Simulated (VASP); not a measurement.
# Si in VASP: further runs

Si is run at these levels: LDA; tasks: single point, relaxation of the atoms.

All numbers are computed with VASP 6.6.1; they aren't measurements. Logs are shortened: lines on timing, memory, paths and dates and some standing lists are left out, and cuts for length are marked.

## Step 1: The cell of the first run

The cell holds a slab with vacuum, 6 atoms: a = 3.802 Å, b = 3.802 Å, c = 21.082 Å, α = 90.00°, β = 90.00°, γ = 120.00°.

## Step 2: Single point, LDA

Input file INCAR:

```
SYSTEM = Si
ALGO = Normal ; DIPOL = 0.5 0.5 0.499
EDIFF = 1E-6 ; ENCUT = 520
GGA = CA ; IDIPOL = 3
ISIF = 2 ; ISMEAR = 0
LASPH = .TRUE. ; LCHARG = .TRUE.
LDIPOL = .TRUE. ; LELF = .TRUE.
LREAL = .FALSE. ; LVACPOTAV = .TRUE.
LVHAR = .TRUE. ; LWAVE = .FALSE.
NBANDS = 21 ; NELM = 60
PREC = Accurate ; SIGMA = 0.05
```

Input file KPOINTS:

```
k-points
0
G
  9 9 1
  0 0 0
```

Input file POSCAR:

```
Si
1.0
    3.8016851333      0.0000000000      0.0000000000
   -1.9008425666      3.2923559026      0.0000000000
    0.0000000000      0.0000000000     21.0815226924
Si
6
Direct
    0.6666666667      0.3333333333      0.3320443263
    0.3333333333      0.6666666667      0.3696520843
    0.3333333333      0.6666666667      0.4811961210
    0.6666666667      0.3333333333      0.5172759512
    0.6666666667      0.3333333333      0.6301705890
    0.3333333333      0.6666666667      0.6618343361
```

Potentials or basis: VASP PAW LDA potentials, release 64 (Si).

On the command line:

```console
cat potpaw_LDA.64/Si/POTCAR > POTCAR
mpirun -np 1 vasp_std > vasp.out
```

OUTCAR:

```text
SYSTEM = Si
   EDIFF = 1E-6
   ENCUT = 520
   GGA = CA
   ISIF = 2
   ISMEAR = 0
   LASPH = .TRUE.
   LREAL = .FALSE.
   NELM = 60
   PREC = Accurate

 ion  position               nearest neighbor table
   1  0.667  0.333  0.332-   2 2.33   2 2.33   2 2.33
   2  0.333  0.667  0.370-   1 2.33   1 2.33   1 2.33   3 2.35
   3  0.333  0.667  0.481-   4 2.32   4 2.32   4 2.32   2 2.35
   4  0.667  0.333  0.517-   3 2.32   3 2.32   3 2.32   5 2.38
   5  0.667  0.333  0.630-   6 2.29   6 2.29   6 2.29   4 2.38
   6  0.333  0.667  0.662-   5 2.29   5 2.29   5 2.29

  LATTYP: Found a hexagonal cell.
 ALAT       =     3.8016851333
 C/A-ratio  =     5.5453100278

  Lattice vectors:

 A1 = (   3.8016851333,   0.0000000000,   0.0000000000)
 A2 = (  -1.9008425666,   3.2923559026,   0.0000000000)
 A3 = (   0.0000000000,   0.0000000000,  21.0815226924)

Analysis of symmetry for initial positions (statically):
=====================================================================
 Subroutine PRICEL returns:
 Original cell was already a primitive cell.

 Routine SETGRP: Setting up the symmetry group for a
 hexagonal supercell.

 Subroutine GETGRP returns: Found  6 space group operations
 (whereof  6 operations were pure point group operations)
 out of a pool of 24 trial point group operations.

The static configuration has the point symmetry C_3v.

Analysis of symmetry for dynamics (positions and initial velocities):
=====================================================================
 Subroutine PRICEL returns:
 Original cell was already a primitive cell.

 Routine SETGRP: Setting up the symmetry group for a
 hexagonal supercell.

 Subroutine GETGRP returns: Found  6 space group operations
 (whereof  6 operations were pure point group operations)
 out of a pool of 24 trial point group operations.

The dynamic configuration has the point symmetry C_3v.

 Subroutine INISYM returns: Found  6 space group operations
 (whereof  6 operations are pure point group operations),
 and found     1 'primitive' translations

----------------------------------------------------------------------------------------

                                     Primitive cell

  volume of cell :     263.8669

  direct lattice vectors                    reciprocal lattice vectors
     3.801685133  0.000000000  0.000000000     0.263041247  0.151866935  0.000000000
[... 86 lines left out ...]
   NFREE  =      0    steps in history (QN), initial steepest desc. (CG)
   ISIF   =      2    stress and relaxation
   ISYM   =      2    0-nonsym 1-usesym 2-fastsym
   POTIM  = 0.5000    time-step for ionic-motion
   TEBEG  =    0.0;   TEEND  =   0.0 temperature during run
   PSTRESS=    0.0 pullay stress
   NELECT =      24.0000    total number of electrons
   NUPDOWN=      -1.0000    fix difference up-down
   EMIN   =  10.00;   EMAX   =-10.00  energy-range for DOS
   EFERMI =   0.00;   METHOD = LEGACY
   ISMEAR =     0;   SIGMA  =   0.05  broadening in eV -4-tet -1-fermi 0-gaus
   EFERMI_NEDOS =   21; number of points for ismear=-14 and -15
   IALGO  =     38    algorithm
   IMIX   =      4    mixing-type and parameters
     AMIX     =   0.40;   BMIX     =  1.00
     AMIX_MAG =   1.60;   BMIX_MAG =  1.00
  volume/ion in A,a.u.               =      43.98       296.78
  Fermi-wavevector in a.u.,A,eV,Ry     =   0.736236  1.391284  7.374945  0.542043
  Thomas-Fermi vector in A             =   1.829626
   LORBIT       =      0    0 simple, 1 ext, 2 COOP (PROOUT), +10 PAW based schemes
   GGA     = CA    functional components
   LHFCALC =     F    Hartree Fock is set to
   AEXX    =    0.0000 exact exchange contribution
   IVDW    =     0    specifies the selected vdW correction
   LEPSILON=     F    determine dielectric tensor
   LRPA    =     F    only Hartree local field effects (RPA)
 non-spin polarized calculation
 Gauss-broadening in eV      SIGMA  =   0.05
  energy-cutoff  :      520.00
  volume of cell :      263.87
 maximum number of plane-waves:      7137
   NGX = 15   NGY = 15   NGZ = 79

 dipolmoment           0.000000      0.000000      0.016218 electrons x Angstroem

 number of electron      23.9999999 magnetization

 dipolmoment           0.000000      0.000000     -0.013865 electrons x Angstroem

 Free energy of the ion-electron system (eV)
  ---------------------------------------------------
  ext. energy  EPLUGINS =         0.00000000
  ---------------------------------------------------
  free energy    TOTEN  =       -33.08966077 eV

  energy without entropy =      -33.08690140  energy(sigma->0) =      -33.08828108

 E-fermi :  -0.0077     XC(G=0):  -5.0635

 val. band max:       -0.0100847569   @ k =   0.0000   0.0000   0.0000
 cond. band min:       0.0758006803   @ k =   0.2222   0.1111   0.0000
 fundamental gap:      0.0858854371
 Fermi energy:        -0.0076969618

 k-point     1 :       0.0000    0.0000    0.0000
  band No.  band energies     occupation
      1     -11.9194      2.00000
      2     -11.1010      2.00000
      3     -10.1420      2.00000
      4      -6.0108      2.00000
      5      -3.7224      2.00000
      6      -1.2423      2.00000
[... 277 lines left out ...]
     20       6.0078      0.00000
     21       6.1397      0.00000

------------------------ aborting loop because EDIFF is reached ----------------------------------------

  FORCE on cell =-STRESS in cart. coord.  units (eV):
  Direction    XX          YY          ZZ          XY          YZ          ZX
  --------------------------------------------------------------------------------------
  -------------------------------------------------------------------------------------
  Total        0.4723146      0.4723146     -0.2600676      0.0000000      0.0000000      0.0000000
  in kB        2.8678542      2.8678542     -1.5791086      0.0000000      0.0000000      0.0000000
  external PRESSURE =       1.3855332 kB  Pullay stress =       0.0000000 kB

 VOLUME and BASIS-vectors are now :
 -----------------------------------------------------------------------------
  energy-cutoff  :      520.00
  volume of cell :      263.87
      direct lattice vectors                 reciprocal lattice vectors
     3.801685133  0.000000000  0.000000000     0.263041247  0.151866935  0.000000000
    -1.900842567  3.292355903  0.000000000     0.000000000  0.303733870  0.000000000
     0.000000000  0.000000000 21.081522692     0.000000000  0.000000000  0.047434904

 POSITION                                       TOTAL-FORCE (eV/Angst)
 -----------------------------------------------------------------------------------
      1.90084      1.09745      7.00000        -0.000000     -0.000000      0.533907
     -0.00000      2.19490      7.79283         0.000000     -0.000000     -0.617436
     -0.00000      2.19490     10.14435         0.000000     -0.000000      0.101117
      1.90084      1.09745     10.90496        -0.000000     -0.000000     -0.017562
      1.90084      1.09745     13.28496        -0.000000      0.000000      0.011441
     -0.00000      2.19490     13.95248        -0.000000     -0.000000     -0.011467
 -----------------------------------------------------------------------------------
    total drift:                                0.000000      0.000000     -0.000081

  FREE ENERGIE OF THE ION-ELECTRON SYSTEM (eV)
  ---------------------------------------------------
  free  energy   TOTEN  =       -33.0896607661 eV

  energy  without entropy=      -33.0869013993  energy(sigma->0) =      -33.08828108

 vacuum level on the upper side and lower side of the slab         4.734         4.934
```

It took 2.2 min on 1 thread of Intel Xeon Platinum 8259CL at 2.50GHz (Skylake/Cascade Lake), shared host; peak memory 0.27 GiB.

Results:

| Property | Result |
| --- | --- |
| Free energy | -33.0897 eV |
| Largest force | 0.617 eV/Å |
| Band gap on the k mesh | zero (bands 12 and 13 overlap by 0.09 eV) |

Forces in eV/Å, atoms in the order of the input:
```
Si   0.000  0.000  0.534
Si   0.000  0.000 -0.617
Si   0.000  0.000  0.101
Si   0.000  0.000 -0.018
Si   0.000  0.000  0.011
Si   0.000  0.000 -0.011
```

Levels at points of the mesh, in eV from the Fermi level:
```tsv
k point	band 8	band 9	band 10	band 11	band 12	band 13	band 14	band 15	band 16	band 17
(0.00, 0.00, 0.00)	-0.77	-0.65	-0.65	0.00	0.00	0.77	1.43	2.53	2.53	2.60
```

## Step 3: Single point, LDA

Input file INCAR:

```
SYSTEM = Si
  PREC = Accurate
  ENCUT = 520
  EDIFF = 1E-6
  ISMEAR = 0
  SIGMA = 0.05
  LREAL = .False.
  LASPH = .True.
  NELM = 60
  ALGO = Normal
  ISIF = 2
  LWAVE = .False.
  LCHARG = .False.
  LDIPOL = .True.
  IDIPOL = 3
  DIPOL = 0.5 0.5 0.499
  NBANDS = 21
```

Input file KPOINTS:

```
Automatic mesh
0
Gamma
  9 9 1
  0 0 0
```

Changes to POSCAR since step 2:

```diff
@@ -11,4 +11,4 @@
     0.3333333333      0.6666666667      0.4811961210
-    0.6666666667      0.3333333333      0.5172759512
-    0.6666666667      0.3333333333      0.6301705890
-    0.3333333333      0.6666666667      0.6618343361
+    0.6666666667      0.3333333333      0.5172762198
+    0.6666666667      0.3333333333      0.6301702152
+    0.3333333333      0.6666666667      0.6618359563
```

Potentials or basis: VASP PAW LDA potentials, release 64 (Si).

On the command line:

```console
cat potpaw_LDA.64/Si/POTCAR > POTCAR
mpirun -np 1 vasp_std > vasp.out
```

It took 2.1 min on 1 thread of Intel Xeon Platinum 8259CL at 2.50GHz (Skylake/Cascade Lake), shared host; peak memory 0.28 GiB.

Results (log left out):

| Quantity | Value |
| --- | --- |
| Free energy | -33.0897 eV |
| Largest force | 0.617 eV/Å |
| Band gap on the k mesh | zero (bands 12 and 13 overlap by 0.09 eV) |

Forces on the atoms (eV/Å):
```
Si   0.000  0.000  0.534
Si   0.000  0.000 -0.617
Si   0.000  0.000  0.101
Si   0.000  0.000 -0.018
Si   0.000  0.000  0.012
Si   0.000  0.000 -0.012
```

Levels at points of the mesh, in eV from the Fermi level:
```tsv
k point	band 8	band 9	band 10	band 11	band 12	band 13	band 14	band 15	band 16	band 17
(0.00, 0.00, 0.00)	-0.77	-0.65	-0.65	0.00	0.00	0.77	1.43	2.53	2.53	2.60
```

## Step 4: Relaxation of the atoms, LDA

Input file INCAR:

```
SYSTEM = Si
PREC = Accurate ; ENCUT = 520
EDIFF = 1E-7 ; ISMEAR = 0
SIGMA = 0.05 ; LREAL = .FALSE.
LASPH = .TRUE. ; NELM = 60
ALGO = Normal ; ISIF = 2
LWAVE = .FALSE. ; LCHARG = .FALSE.
LDIPOL = .TRUE. ; IDIPOL = 3
DIPOL = 0.5 0.5 0.500 ; GGA = CA
IBRION = 2 ; NSW = 70
EDIFFG = -0.03
```

Input file KPOINTS:

```
Automatic mesh
0
G
  9 9 1
  0 0 0
```

Input file POSCAR:

```
Si
1.0
    3.8016851333      0.0000000000      0.0000000000
   -1.9008425666      3.2923559026      0.0000000000
    0.0000000000      0.0000000000     21.0815226924
Si
6
Selective dynamics
Direct
    0.6666666667      0.3333333333      0.3320443263  F F F
    0.3333333333      0.6666666667      0.3696520843  F F F
    0.3333333333      0.6666666667      0.4811961210  F F F
    0.6666666667      0.3333333333      0.5188038790  T T T
    0.6666666667      0.3333333333      0.6303479157  T T T
    0.3333333333      0.6666666667      0.6679556737  T T T
```

Potentials or basis: VASP PAW LDA potentials, release 64 (Si).

On the command line:

```console
cat potpaw_LDA.64/Si/POTCAR > POTCAR
mpirun -np 1 vasp_std > vasp.out
```

OUTCAR:

```text
SYSTEM = Si
   PREC = Accurate
   ENCUT = 520
   EDIFF = 1E-7
   ISMEAR = 0
   LREAL = .FALSE.
   LASPH = .TRUE.
   NELM = 60
   ISIF = 2
   GGA = CA
   IBRION = 2
   NSW = 70
   EDIFFG = -0.03

 ion  position               nearest neighbor table
   1  0.667  0.333  0.332-   2 2.33   2 2.33   2 2.33
   2  0.333  0.667  0.370-   1 2.33   1 2.33   1 2.33   3 2.35
   3  0.333  0.667  0.481-   4 2.33   4 2.33   4 2.33   2 2.35
   4  0.667  0.333  0.519-   3 2.33   3 2.33   3 2.33   5 2.35
   5  0.667  0.333  0.630-   6 2.33   6 2.33   6 2.33   4 2.35
   6  0.333  0.667  0.668-   5 2.33   5 2.33   5 2.33

  LATTYP: Found a hexagonal cell.
 ALAT       =     3.8016851333
 C/A-ratio  =     5.5453100278

  Lattice vectors:

 A1 = (   3.8016851333,   0.0000000000,   0.0000000000)
 A2 = (  -1.9008425666,   3.2923559026,   0.0000000000)
 A3 = (   0.0000000000,   0.0000000000,  21.0815226924)

Analysis of symmetry for initial positions (statically):
[... 356 lines left out ...]
  -------------------------------------------------------------------------------------
  Total        0.5696024      0.5696024     -0.3025525      0.0000000      0.0000000     -0.0000000
  in kB        3.4585774      3.4585774     -1.8370729      0.0000000      0.0000000     -0.0000000
  external PRESSURE =       1.6933606 kB  Pullay stress =       0.0000000 kB
[... 27 lines left out ...]
--------------------------------------- Ionic step       11  -------------------------------------------

 number of electron      23.9999999 magnetization

 dipolmoment           0.000000      0.000000     -0.013845 electrons x Angstroem

 Free energy of the ion-electron system (eV)
  ---------------------------------------------------
  ext. energy  EPLUGINS =         0.00000000
  ---------------------------------------------------
  free energy    TOTEN  =       -33.08970054 eV

  energy without entropy =      -33.08691013  energy(sigma->0) =      -33.08830533

 E-fermi :  -0.0060     XC(G=0):  -5.0471

 val. band max:       -0.0111539723   @ k =   0.0000   0.0000   0.0000
 cond. band min:       0.0788144806   @ k =   0.2222   0.1111   0.0000
 fundamental gap:      0.0899684529
 Fermi energy:        -0.0060047697

 k-point     1 :       0.0000    0.0000    0.0000
  band No.  band energies     occupation
      1     -11.9232      2.00000
      2     -11.1022      2.00000
      3     -10.1429      2.00000
      4      -6.0078      2.00000
      5      -3.7184      2.00000
      6      -1.2482      2.00000
[... 207 lines left out ...]
      5      -6.7892      2.00000
      6      -6.6490      2.00000
[... 8 lines left out ...]
     15       3.3586      0.00000
     16       3.5049      0.00000

------------------------ aborting loop because EDIFF is reached ----------------------------------------

 vacuum level on the upper side and lower side of the slab       (xc-potential included)        -0.107         0.089

  FORCE on cell =-STRESS in cart. coord.  units (eV):
  Direction    XX          YY          ZZ          XY          YZ          ZX
  --------------------------------------------------------------------------------------
  -------------------------------------------------------------------------------------
  Total        0.5005708      0.5005708     -0.2448884      0.0000000      0.0000000     -0.0000000
  in kB        3.0394236      3.0394236     -1.4869418      0.0000000      0.0000000     -0.0000000
  external PRESSURE =       1.5306351 kB  Pullay stress =       0.0000000 kB
[... 21 lines left out ...]
  FREE ENERGIE OF THE ION-ELECTRON SYSTEM (eV)
  ---------------------------------------------------
  free  energy   TOTEN  =       -33.0897005383 eV

  energy  without entropy=      -33.0869101252  energy(sigma->0) =      -33.08830533

 reached required accuracy - stopping structural energy minimisation

 vacuum level on the upper side and lower side of the slab         4.725         4.927
```

OSZICAR:

```text
N       E                     dE             d eps       ncg     rms          rms(c)
DAV:   1     0.111406876527E+03    0.11141E+03   -0.81531E+03   384   0.110E+03
DAV:   2    -0.258488270936E+02   -0.13726E+03   -0.13512E+03   576   0.178E+02
DAV:   3    -0.338673693767E+02   -0.80185E+01   -0.79758E+01   504   0.491E+01
[... 169 lines left out ...]
DAV:   4    -0.330897028284E+02   -0.19497E-04   -0.28332E-04   496   0.113E-01    0.158E-02
DAV:   5    -0.330897013979E+02    0.14305E-05   -0.21990E-05   656   0.227E-02    0.119E-02
DAV:   6    -0.330897007186E+02    0.67926E-06   -0.35732E-06   576   0.888E-03    0.545E-03
DAV:   7    -0.330897004731E+02    0.24555E-06   -0.23624E-06   552   0.595E-03    0.139E-03
DAV:   8    -0.330897005383E+02   -0.65259E-07   -0.36673E-07   408   0.268E-03
  11 F= -.33089701E+02 E0= -.33088305E+02  d E =-.321063E-03
```

It took 8.9 min on 1 thread of Intel Xeon Platinum 8259CL at 2.50GHz (Skylake/Cascade Lake), shared host; peak memory 0.28 GiB.

What came out:

- Free energy: -33.0897 eV
- Energy gained by relaxing: 6.6 meV/atom
- Ionic steps: 11
- Band gap on the k mesh: zero (bands 12 and 13 overlap by 0.09 eV)

The path:
```csv
step,energy change (eV),largest force on free atoms (eV/Å),pressure (GPa)
1,0.0000,0.6165,-0.34
2,-0.0249,0.3258,-0.25
3,-0.0292,0.1782,-0.18
4,-0.0322,0.1279,-0.15
5,-0.0345,0.1019,-0.07
6,-0.0358,0.0958,-0.04
7,-0.0385,0.0811,0.07
8,-0.0371,0.1657,0.28
9,-0.0390,0.0740,0.14
10,-0.0390,0.0836,0.17
11,-0.0394,0.0023,0.15
```

Final structure:
```cif
data_structure
_symmetry_space_group_name_H-M 'P 1'
_symmetry_Int_Tables_number 1
_cell_length_a 3.8017
_cell_length_b 3.8017
_cell_length_c 21.0815
_cell_angle_alpha 90.000
_cell_angle_beta 90.000
_cell_angle_gamma 120.000
_cell_volume 263.87
loop_
_atom_site_label
_atom_site_type_symbol
_atom_site_fract_x
_atom_site_fract_y
_atom_site_fract_z
_atom_site_occupancy
Si1 Si 0.66667 0.33333 0.33204 1
Si2 Si 0.33333 0.66667 0.36965 1
Si3 Si 0.33333 0.66667 0.48120 1
Si4 Si 0.66667 0.33333 0.51715 1
Si5 Si 0.66667 0.33333 0.63011 1
Si6 Si 0.33333 0.66667 0.66167 1
```

The gap in the log of VASP goes by the Fermi energy; the results here count the filled bands.